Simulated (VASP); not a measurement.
Here is a VASP 6.6.1 calculation.

File INCAR:

```
SYSTEM = AlN
PREC = Accurate
ENCUT = 520
EDIFF = 1E-6
ISMEAR = 0
SIGMA = 0.05
LREAL = .False.
LASPH = .True.
NELM = 100
ALGO = Normal
ISIF = 2
LWAVE = .False.
LCHARG = .True.
GGA = PE
LELF = .True.
LVHAR = .True.
NBANDS = 16
```

Contents of KPOINTS:

```
Automatic mesh
0
Gamma
  9 9 6
  0 0 0
```

File POSCAR:

```
AlN
1.0
    3.0776198361      0.0000000000      0.0000000000
   -1.5388099180      2.6652969613      0.0000000000
    0.0000000000      0.0000000000      4.9331731272
Al N
2 2
Direct
    0.3052173201      0.6666666667      0.0017290859
    0.6947826799      0.3333333333      0.5017290859
    0.3582006313      0.6666666667      0.3832709141
    0.6417993687      0.3333333333      0.8832709141
```

Potentials or basis: VASP PAW PBE potentials, release 64 (Al, N).

The run is started by

```sh
$ cat potpaw_PBE.64/Al/POTCAR potpaw_PBE.64/N/POTCAR > POTCAR
$ mpirun -np 1 vasp_std > vasp.out
```

**Question.** Estimate the band gap on the k mesh.

**Answer.** 4.40 eV.

**Question.** Predict the largest force.

**Answer.** 0.501 eV/Å.

**Question.** Predict the pressure.

**Answer.** 10.4 GPa.

Stress tensor (GPa, compression positive):
```
10.17 -0.19  0.00
-0.19 10.93  0.00
 0.00  0.00 10.18
```

Caveat: the cell differs from its parent crystal (atoms displaced along a vibrational mode, the cell strained); the cell stands under pressure; an odd mesh through Γ misses points on the zone boundary, where band edges can lie.
